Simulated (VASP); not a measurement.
Input of a VASP 6.6.1 run:

The input INCAR:

```
  PREC = Accurate
  ENCUT = 520
  EDIFF = 1E-8
  ISMEAR = 0
  SIGMA = 0.15
  LREAL = False
  LASPH = True
  NELM = 60
  ALGO = Normal
  ISIF = 2
  LWAVE = False
  LCHARG = True
  GGA = PS
  IBRION = 8
  NSW = 1
```

File KPOINTS:

```
Automatic mesh
0
Gamma
  24 24 24
```

Contents of POSCAR:

```
WC
1.0
    0.0000000000      2.1726853742      2.1726853742
    2.1726853742      0.0000000000      2.1726853742
    2.1726853742      2.1726853742      0.0000000000
W C
1 1
Direct
    0.0000000000      0.0000000000      0.0000000000
    0.5000000000      0.5000000000      0.5000000000
```

Potentials or basis: VASP PAW PBE potentials, release 64 (W_sv, C).

The run is started by

```sh
$ cat potpaw_PBE.64/W_sv/POTCAR potpaw_PBE.64/C/POTCAR > POTCAR
$ mpirun -np 1 vasp_std > vasp.out
```

Task: What does it give for the highest phonon frequency at Γ?

Result: 425 cm⁻¹.

Phonon frequencies in cm⁻¹ (negative: imaginary):
```tsv
q point	frequencies
(0.000, 0.000, 0.000)	0 0 0 425 425 425
```

Caveat: the cell stands under pressure or tension, which shifts response properties.
